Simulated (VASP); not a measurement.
# Hg (P6/mmm) in VASP: notebook, part 2 of 3

VASP 6.6.1.

**3. Electric field gradients, PBEsol (volume scaled by 1.04)**

Input file INCAR:

```
PREC = Accurate
ENCUT = 520
EDIFF = 1E-8
ISMEAR = -1
SIGMA = 0.05
LREAL = False
LASPH = True
NELM = 80
ALGO = Normal
ISIF = 2
LWAVE = False
LCHARG = False
GGA = PS
LEFG = True
NBANDS = 25
```

Input file KPOINTS:

```
regular mesh
0
Gamma
  8 8 9
```

Input file POSCAR:

```
Hg
1.0
    4.5997457407      0.0000000000      0.0000000000
   -2.2998728704      3.9834966624      0.0000000000
    0.0000000000      0.0000000000      3.9209268928
Hg
3
Direct
    0.3333333333      0.6666666667      0.5000000000
    0.0000000000      0.0000000000      0.0000000000
    0.6666666667      0.3333333333      0.5000000000
```

Potentials or basis: VASP PAW PBE potentials, release 64 (Hg).

On the command line:

```
> cat potpaw_PBE.64/Hg/POTCAR > POTCAR
> mpirun -np 1 vasp_std > vasp.out
```

OUTCAR:

```text
PREC = Accurate
   ENCUT = 520
   EDIFF = 1E-8
   ISMEAR = -1
   LREAL = False
   LASPH = True
   NELM = 80
   ISIF = 2
   GGA = PS

 ion  position               nearest neighbor table
   1  0.333  0.667  0.500-   3 2.66   3 2.66   3 2.66   2 3.30   2 3.30   2 3.30   2 3.30   2 3.30
                             2 3.30
   2  0.000  0.000  0.000-   1 3.30   3 3.30   1 3.30   3 3.30   3 3.30   3 3.30   1 3.30   1 3.30
                             3 3.30   3 3.30   1 3.30   1 3.30
   3  0.667  0.333  0.500-   1 2.66   1 2.66   1 2.66   2 3.30   2 3.30   2 3.30   2 3.30   2 3.30
                             2 3.30

  LATTYP: Found a hexagonal cell.
 ALAT       =     4.5997457407
 C/A-ratio  =     0.8524225281

  Lattice vectors:

 A1 = (   4.5997457407,   0.0000000000,   0.0000000000)
 A2 = (  -2.2998728704,   3.9834966624,   0.0000000000)
 A3 = (   0.0000000000,   0.0000000000,   3.9209268928)

Analysis of symmetry for initial positions (statically):
=====================================================================
 Subroutine PRICEL returns:
 Original cell was already a primitive cell.

 Routine SETGRP: Setting up the symmetry group for a
 hexagonal supercell.

 Subroutine GETGRP returns: Found 24 space group operations
 (whereof 24 operations were pure point group operations)
 out of a pool of 24 trial point group operations.

The static configuration has the point symmetry D_6h.

Analysis of symmetry for dynamics (positions and initial velocities):
=====================================================================
 Subroutine PRICEL returns:
 Original cell was already a primitive cell.

 Routine SETGRP: Setting up the symmetry group for a
[... 164 lines left out ...]
  band No.  band energies     occupation
      1      -7.0609      2.00000
      2      -5.3841      2.00000
      3      -5.1640      2.00000
      4      -5.1640      2.00000
      5      -4.9616      2.00000
      6      -4.9616      2.00000
[... 661 lines left out ...]
     24      11.1145      0.00000
     25      13.2497      0.00000

 [... further k-points ...]
[... 5 lines left out ...]
  --------------------------------------------------------------------------------------
  -------------------------------------------------------------------------------------
  Total        4.1258714      4.1258714     -0.5583331     -0.0000000      0.0000000      0.0000000
  in kB       92.0108914     92.0108914    -12.4513650     -0.0000000      0.0000000      0.0000000
  external PRESSURE =      57.1901392 kB  Pullay stress =       0.0000000 kB

 VOLUME and BASIS-vectors are now :
 -----------------------------------------------------------------------------
  energy-cutoff  :      520.00
  volume of cell :       71.84
      direct lattice vectors                 reciprocal lattice vectors
     4.599745741  0.000000000  0.000000000     0.217403321  0.125517866  0.000000000
    -2.299872870  3.983496662  0.000000000     0.000000000  0.251035732  0.000000000
     0.000000000  0.000000000  3.920926893     0.000000000  0.000000000  0.255041736

 POSITION                                       TOTAL-FORCE (eV/Angst)
 -----------------------------------------------------------------------------------
     -0.00000      2.65566      1.96046         0.000000     -0.000000     -0.000000
      0.00000      0.00000      0.00000        -0.000000     -0.000000      0.000000
      2.29987      1.32783      1.96046         0.000000      0.000000      0.000000
 -----------------------------------------------------------------------------------
    total drift:                                0.000000     -0.000000     -0.000000

  FREE ENERGIE OF THE ION-ELECTRON SYSTEM (eV)
  ---------------------------------------------------
  free  energy   TOTEN  =        -1.1736071508 eV

  energy  without entropy=       -1.1609982193  energy(sigma->0) =       -1.16730269

 Electric field gradients (V/A^2)
---------------------------------------------------------------------
 ion       V_xx      V_yy      V_zz      V_xy      V_xz      V_yz
---------------------------------------------------------------------
   1    -157.323  -157.323   314.645     0.000     0.000    -0.000
   2     -13.769   -13.768    27.537     0.000    -0.000     0.000
   3    -157.323  -157.323   314.645     0.000     0.000     0.000
---------------------------------------------------------------------

 Electric field gradients after diagonalization (V/A^2)
 (convention: |V_zz| > |V_xx| > |V_yy|)
----------------------------------------------------------------------
 ion       V_xx      V_yy      V_zz     asymmetry (V_yy - V_xx)/ V_zz
----------------------------------------------------------------------
   1    -157.323  -157.322   314.645       0.000
   2     -13.769   -13.768    27.537       0.000
   3    -157.323  -157.322   314.645       0.000
----------------------------------------------------------------------

           NMR quadrupolar parameters

 Cq : quadrupolar parameter    Cq=e*Q*V_zz/h
 eta: asymmetry parameters     (V_yy - V_xx)/ V_zz
 Q  : nuclear electric quadrupole moment in mb (millibarn)
----------------------------------------------------------------------
 ion       Cq(MHz)       eta       Q (mb)
----------------------------------------------------------------------
   1       0.761       0.000       1.000
   2       0.067       0.000       1.000
   3       0.761       0.000       1.000
----------------------------------------------------------------------
```

stdout:

```text
POSCAR found type information on POSCAR Hg
 POSCAR found :  1 types and       3 ions
 scaLAPACK will be used
 -----------------------------------------------------------------------------
|                                                                             |
|                                                                             |
|     You enforced a specific xc type in the INCAR file but a different       |
|     I HOPE YOU KNOW WHAT YOU ARE DOING!                                     |
|                                                                             |
 -----------------------------------------------------------------------------

 LDA part: xc-table for (Slater+PW92), standard interpolation
 POSCAR, INCAR and KPOINTS ok, starting setup
 FFT: planning ... GRIDC
 FFT: planning ... GRID_SOFT
 FFT: planning ... GRID
 WAVECAR not read
 entering main loop
ion   1

ion   2

ion   3
```

Wall time 57 s (1 thread of Intel Xeon Platinum 8488C (Sapphire Rapids), shared host); peak memory 0.21 GiB.

Results:

```
Free energy            : -1.1736 eV
Pressure               : 5.7 GPa
Band gap on the k mesh : zero (band 18 reaches 6.43 eV, above the bottom of band 19 at 1.68 eV)
```

Electric field gradients, principal values (V/Å²):
| atom | least | middle | greatest (by size) |
| --- | --- | --- | --- |
| 1 Hg | -157.322 | -157.323 | 314.645 |
| 2 Hg | -13.768 | -13.769 | 27.537 |
| 3 Hg | -157.322 | -157.323 | 314.645 |

Caveat: without QUAD_EFG the Cq values of the log hold for a quadrupole moment of 1 mb, not for the nuclei; the PAW data sets were made with another functional, which shifts forces and pressure a little; spin-orbit coupling is left out, which moves the levels of the heavy elements.

**4. Electric field gradients, PBEsol (equal xx and yy strain of -2 %)**

Input file INCAR:

```
SYSTEM = Hg
PREC = Accurate
ENCUT = 520
EDIFF = 1E-8
ISMEAR = -1
SIGMA = 0.05
LREAL = .FALSE.
LASPH = .TRUE.
NELM = 60
ALGO = Normal
ISIF = 2
LWAVE = .FALSE.
LCHARG = .FALSE.
GGA = PS
LEFG = .TRUE.
NBANDS = 25
```

Input file KPOINTS:

```
regular mesh
0
G
  8 8 9
  0 0 0
```

Input file POSCAR:

```
Hg
1.0
    4.4492019804      0.0000000000      0.0000000000
   -2.2246009902      3.8531219415      0.0000000000
    0.0000000000      0.0000000000      3.8700000000
Hg
3
Direct
    0.3333333333      0.6666666667      0.5000000000
    0.0000000000      0.0000000000      0.0000000000
    0.6666666667      0.3333333333      0.5000000000
```

Potentials or basis: VASP PAW PBE potentials, release 64 (Hg).

On the command line:

```
> cat potpaw_PBE.64/Hg/POTCAR > POTCAR
> mpirun -np 1 vasp_std > vasp.out
```

OUTCAR:

```text
SYSTEM = Hg
   PREC = Accurate
   ENCUT = 520
   EDIFF = 1E-8
   ISMEAR = -1
   LREAL = .FALSE.
   LASPH = .TRUE.
   NELM = 60
   ISIF = 2
   GGA = PS

 ion  position               nearest neighbor table
   1  0.333  0.667  0.500-   3 2.57   3 2.57   3 2.57   2 3.22   2 3.22   2 3.22   2 3.22   2 3.22
                             2 3.22
   2  0.000  0.000  0.000-   1 3.22   3 3.22   1 3.22   3 3.22   1 3.22   1 3.22   3 3.22   3 3.22
                             3 3.22   3 3.22   1 3.22   1 3.22
   3  0.667  0.333  0.500-   1 2.57   1 2.57   1 2.57   2 3.22   2 3.22   2 3.22   2 3.22   2 3.22
                             2 3.22

  LATTYP: Found a hexagonal cell.
 ALAT       =     4.4492019804
 C/A-ratio  =     0.8698189062

  Lattice vectors:

 A1 = (   4.4492019804,   0.0000000000,   0.0000000000)
 A2 = (  -2.2246009902,   3.8531219415,   0.0000000000)
 A3 = (   0.0000000000,   0.0000000000,   3.8700000000)

Analysis of symmetry for initial positions (statically):
=====================================================================
 Subroutine PRICEL returns:
 Original cell was already a primitive cell.

 Routine SETGRP: Setting up the symmetry group for a
 hexagonal supercell.

 Subroutine GETGRP returns: Found 24 space group operations
 (whereof 24 operations were pure point group operations)
 out of a pool of 24 trial point group operations.

The static configuration has the point symmetry D_6h.

Analysis of symmetry for dynamics (positions and initial velocities):
=====================================================================
 Subroutine PRICEL returns:
 Original cell was already a primitive cell.

 Routine SETGRP: Setting up the symmetry group for a
 hexagonal supercell.

 Subroutine GETGRP returns: Found 24 space group operations
 (whereof 24 operations were pure point group operations)
 out of a pool of 24 trial point group operations.

The dynamic configuration has the point symmetry D_6h.

 Subroutine INISYM returns: Found 24 space group operations
 (whereof 24 operations are pure point group operations),
 and found     1 'primitive' translations

----------------------------------------------------------------------------------------

                                     Primitive cell

  volume of cell :      66.3446

  direct lattice vectors                    reciprocal lattice vectors
     4.449201980  0.000000000  0.000000000     0.224759407  0.129764904  0.000000000
    -2.224600990  3.853121941  0.000000000     0.000000000  0.259529809  0.000000000
     0.000000000  0.000000000  3.870000000     0.000000000  0.000000000  0.258397933

  length of vectors
     4.449201980  4.449201980  3.870000000     0.259529809  0.259529809  0.258397933

  position of ions in fractional coordinates (direct lattice)
     0.333333333  0.666666667  0.500000000
     0.000000000  0.000000000  0.000000000
     0.666666667  0.333333333  0.500000000
[... 79 lines left out ...]
   LREAL  =      F    real-space projection
   EDIFFG = 0.1E-06   stopping-criterion for IOM
   NSW    =      0    number of steps for IOM
   IBRION =     -1    ionic relax: 0-MD 1-quasi-New 2-CG
   NFREE  =      0    steps in history (QN), initial steepest desc. (CG)
   ISIF   =      2    stress and relaxation
   ISYM   =      2    0-nonsym 1-usesym 2-fastsym
   POTIM  = 0.5000    time-step for ionic-motion
   TEBEG  =    0.0;   TEEND  =   0.0 temperature during run
   PSTRESS=    0.0 pullay stress
   NELECT =      36.0000    total number of electrons
   NUPDOWN=      -1.0000    fix difference up-down
   EMIN   =  10.00;   EMAX   =-10.00  energy-range for DOS
   EFERMI =   0.00;   METHOD = LEGACY
   ISMEAR =    -1;   SIGMA  =   0.05  broadening in eV -4-tet -1-fermi 0-gaus
   EFERMI_NEDOS =   21; number of points for ismear=-14 and -15
   IALGO  =     38    algorithm
   IMIX   =      4    mixing-type and parameters
     AMIX     =   0.40;   BMIX     =  1.00
     AMIX_MAG =   1.60;   BMIX_MAG =  1.00
  volume/ion in A,a.u.               =      22.11       149.24
  Fermi-wavevector in a.u.,A,eV,Ry     =   1.335284  2.523321 24.258969  1.782984
  Thomas-Fermi vector in A             =   2.464000
   LORBIT       =      0    0 simple, 1 ext, 2 COOP (PROOUT), +10 PAW based schemes
   GGA     = PS    functional components
   LHFCALC =     F    Hartree Fock is set to
   AEXX    =    0.0000 exact exchange contribution
   IVDW    =     0    specifies the selected vdW correction
   LEPSILON=     F    determine dielectric tensor
   LRPA    =     F    only Hartree local field effects (RPA)
 non-spin polarized calculation
  energy-cutoff  :      520.00
  volume of cell :       66.34
 maximum number of plane-waves:      1817
 NGX is ok and might be reduce to    36
   NGX = 17   NGY = 17   NGZ = 15

 number of electron      35.9999991 magnetization

 Free energy of the ion-electron system (eV)
  ---------------------------------------------------
  ext. energy  EPLUGINS =         0.00000000
  ---------------------------------------------------
  free energy    TOTEN  =        -0.77117172 eV

  energy without entropy =       -0.75897692  energy(sigma->0) =       -0.76507432

 E-fermi :   3.3266     XC(G=0): -11.3245

 val. band max:        3.3242138109   @ k =   0.2500   0.1250   0.3333
 cond. band min:       3.3559253483   @ k =   0.1250  -0.0000   0.0000
 fundamental gap:      0.0317115374
 Fermi energy:         3.3266360641

 k-point     1 :       0.0000    0.0000    0.0000
  band No.  band energies     occupation
      1      -7.1103      2.00000
      2      -5.1917      2.00000
      3      -4.8864      2.00000
      4      -4.8864      2.00000
      5      -4.6728      2.00000
      6      -4.6728      2.00000
[... 661 lines left out ...]
     24      12.4915      0.00000
     25      14.4990      0.00000

 [... further k-points ...]
[... 5 lines left out ...]
  --------------------------------------------------------------------------------------
  -------------------------------------------------------------------------------------
  Total        8.1584519      8.1584519      0.4694871      0.0000000      0.0000000      0.0000000
  in kB      197.0209910    197.0209910     11.3377908      0.0000000      0.0000000      0.0000000
  external PRESSURE =     135.1265910 kB  Pullay stress =       0.0000000 kB

 VOLUME and BASIS-vectors are now :
 -----------------------------------------------------------------------------
  energy-cutoff  :      520.00
  volume of cell :       66.34
      direct lattice vectors                 reciprocal lattice vectors
     4.449201980  0.000000000  0.000000000     0.224759407  0.129764904  0.000000000
    -2.224600990  3.853121941  0.000000000     0.000000000  0.259529809  0.000000000
     0.000000000  0.000000000  3.870000000     0.000000000  0.000000000  0.258397933

 POSITION                                       TOTAL-FORCE (eV/Angst)
 -----------------------------------------------------------------------------------
     -0.00000      2.56875      1.93500        -0.000000      0.000000      0.000000
      0.00000      0.00000      0.00000        -0.000000      0.000000     -0.000000
      2.22460      1.28437      1.93500         0.000000     -0.000000     -0.000000
 -----------------------------------------------------------------------------------
    total drift:                                0.000000     -0.000000     -0.000000

  FREE ENERGIE OF THE ION-ELECTRON SYSTEM (eV)
  ---------------------------------------------------
  free  energy   TOTEN  =        -0.7711717173 eV

  energy  without entropy=       -0.7589769181  energy(sigma->0) =       -0.76507432

 Electric field gradients (V/A^2)
---------------------------------------------------------------------
 ion       V_xx      V_yy      V_zz      V_xy      V_xz      V_yz
---------------------------------------------------------------------
   1    -187.560  -187.560   375.120     0.000     0.000    -0.000
   2     -16.716   -16.715    33.431     0.000    -0.000     0.000
   3    -187.560  -187.560   375.120     0.000     0.000     0.000
---------------------------------------------------------------------

 Electric field gradients after diagonalization (V/A^2)
 (convention: |V_zz| > |V_xx| > |V_yy|)
----------------------------------------------------------------------
 ion       V_xx      V_yy      V_zz     asymmetry (V_yy - V_xx)/ V_zz
----------------------------------------------------------------------
   1    -187.560  -187.559   375.120       0.000
   2     -16.716   -16.715    33.431       0.000
   3    -187.560  -187.559   375.120       0.000
----------------------------------------------------------------------

           NMR quadrupolar parameters

 Cq : quadrupolar parameter    Cq=e*Q*V_zz/h
 eta: asymmetry parameters     (V_yy - V_xx)/ V_zz
 Q  : nuclear electric quadrupole moment in mb (millibarn)
----------------------------------------------------------------------
 ion       Cq(MHz)       eta       Q (mb)
----------------------------------------------------------------------
   1       0.907       0.000       1.000
   2       0.081       0.000       1.000
   3       0.907       0.000       1.000
----------------------------------------------------------------------
```

OSZICAR:

```text
N       E                     dE             d eps       ncg     rms          rms(c)
DAV:   1     0.304559545576E+03    0.30456E+03   -0.18903E+04  2500   0.143E+03
DAV:   2     0.660524563999E+01   -0.29795E+03   -0.28423E+03  2545   0.378E+02
DAV:   3    -0.995318426616E+00   -0.76006E+01   -0.75662E+01  2963   0.685E+01
DAV:   4    -0.101241432949E+01   -0.17096E-01   -0.17090E-01  2732   0.296E+00
DAV:   5    -0.101244171746E+01   -0.27388E-04   -0.27388E-04  2948   0.116E-01    0.123E+01
DAV:   6    -0.799870089782E+00    0.21257E+00   -0.43795E-01  2906   0.727E+00    0.843E+00
DAV:   7    -0.774567839946E+00    0.25302E-01   -0.13117E-01  2856   0.300E+00    0.222E+00
DAV:   8    -0.771131409594E+00    0.34364E-02   -0.22363E-02  2634   0.157E+00    0.189E-01
DAV:   9    -0.771144126210E+00   -0.12717E-04   -0.15615E-04  2905   0.130E-01    0.594E-02
DAV:  10    -0.771170223718E+00   -0.26098E-04   -0.29057E-05  2790   0.413E-02    0.858E-03
DAV:  11    -0.771171758450E+00   -0.15347E-05   -0.44073E-06  2969   0.209E-02    0.442E-03
DAV:  12    -0.771171664451E+00    0.93999E-07   -0.75634E-07  2784   0.927E-03    0.106E-03
DAV:  13    -0.771171737529E+00   -0.73077E-07   -0.88288E-08  2817   0.340E-03    0.348E-04
DAV:  14    -0.771171724002E+00    0.13527E-07   -0.13921E-09  1406   0.304E-04    0.174E-04
DAV:  15    -0.771171717318E+00    0.66839E-08   -0.28287E-10  1385   0.130E-04
   1 F= -.77117172E+00 E0= -.76507432E+00  d E =-.121948E-01
```

stdout:

```text
POSCAR found type information on POSCAR Hg
 POSCAR found :  1 types and       3 ions
 scaLAPACK will be used
 -----------------------------------------------------------------------------
|                                                                             |
|                                                                             |
|     You enforced a specific xc type in the INCAR file but a different       |
|     I HOPE YOU KNOW WHAT YOU ARE DOING!                                     |
|                                                                             |
 -----------------------------------------------------------------------------

 LDA part: xc-table for (Slater+PW92), standard interpolation
 POSCAR, INCAR and KPOINTS ok, starting setup
 FFT: planning ... GRIDC
 FFT: planning ... GRID_SOFT
 FFT: planning ... GRID
 WAVECAR not read
 entering main loop
ion   1

ion   2

ion   3
```

Wall time 41 s (1 thread of Intel Xeon Platinum 8488C (Sapphire Rapids), shared host); peak memory 0.22 GiB.

Results:

* Free energy: -0.7712 eV
* Pressure: 13.5 GPa
* Band gap on the k mesh: zero (band 18 reaches 7.69 eV, above the bottom of band 19 at 2.18 eV)

Electric field gradients, principal values (V/Å²):
| atom | least | middle | greatest (by size) |
| --- | --- | --- | --- |
| 1 Hg | -187.559 | -187.560 | 375.120 |
| 2 Hg | -16.715 | -16.716 | 33.431 |
| 3 Hg | -187.559 | -187.560 | 375.120 |

Caveat: the cell differs from its parent crystal (equal xx and yy strain of -2 %); without QUAD_EFG the Cq values of the log hold for a quadrupole moment of 1 mb, not for the nuclei; the PAW data sets were made with another functional, which shifts forces and pressure a little; spin-orbit coupling is left out, which moves the levels of the heavy elements.

(Continued in part 3 of 3.)
